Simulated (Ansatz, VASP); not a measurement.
Two plane-wave programs on SnO2

File INCAR:

```
SYSTEM = SnO2
  ALGO = Normal
  EDIFF = 1E-6
  ENCUT = 520
  GGA = PE
  ISIF = 2
  ISMEAR = 0
  LASPH = .True.
  LCHARG = .False.
  LREAL = .False.
  LWAVE = .False.
  NBANDS = 35
  NELM = 60
  PREC = Accurate
  SIGMA = 0.05
```

File KPOINTS:

```
k-points
0
Gamma
  6 6 8
  0 0 0
```

The input POSCAR:

```
SnO2
1.0
    4.8265176357      0.0000000000      0.0000000000
    0.0000000000      4.8283676035      0.0000000000
    0.0000000000      0.0000000000      3.2381666599
Sn O
2 4
Direct
    0.5055570208      0.5055522713      0.5143589483
    0.0000000000      0.0000000000      0.0000000000
    0.3064962475      0.3066616298      0.0000000000
    0.8064962475      0.1933383702      0.5000000000
    0.1935037525      0.8066616298      0.5000000000
    0.6935037525      0.6933383702      0.0000000000
```

Input for Ansatz:

```yaml
crystal:
  lattice:
    - [4.8265176357, 0.0, 0.0]
    - [0.0, 4.8283676035, 0.0]
    - [0.0, 0.0, 3.2381666599]
  atoms:
    - { symbol: Sn, position: [0.5055570208, 0.5055522713, 0.5143589483] }
    - { symbol: Sn, position: [0.0, 0.0, 0.0] }
    - { symbol: O, position: [0.3064962475, 0.3066616298, 0.0] }
    - { symbol: O, position: [0.8064962475, 0.1933383702, 0.5] }
    - { symbol: O, position: [0.1935037525, 0.8066616298, 0.5] }
    - { symbol: O, position: [0.6935037525, 0.6933383702, 0.0] }
basis:
  ecutwfc: 420
kpoints:
  mp_grid: { grid: [6, 6, 8] }
hamiltonian:
  xc: pbe
scf:
  occupations: { method: gaussian, width: 0.05 }
output:
  forces: true
  stress: true
  eigenvalues: true
```

Alike in both runs: task single point; functional PBE; k mesh 6 × 6 × 8; occupations gaussian, width 0.05 eV; no spin polarisation.

|  | VASP | Ansatz |
| --- | --- | --- |
| version | VASP 6.6.1 | Ansatz 0.2.0 |
| potentials or method | VASP PAW PBE potentials, release 64 (Sn_d, O), cutoff 520 eV | scalar-relativistic, plane waves, PAW |
| valence electrons in the cell | 52 | 52 |

|  | VASP | Ansatz | Ansatz less VASP |
| --- | --- | --- | --- |
| gap on the k mesh at the Fermi level (eV) | 0.65 | 0.66 | +0.012 |
| least direct gap on the mesh (eV) | 0.65 | 0.66 | +0.012 |
| pressure (GPa) | 0.8 | 0.2 | -0.57 |
| traceless stress, the component that is largest in VASP (GPa) | 0.40 | 0.20 | -0.198 |
| rms of the force components (eV/Å) | 0.342 | 0.335 | -0.0067 |

Atom by atom the forces differ by 0.011 eV/Å (rms over components).
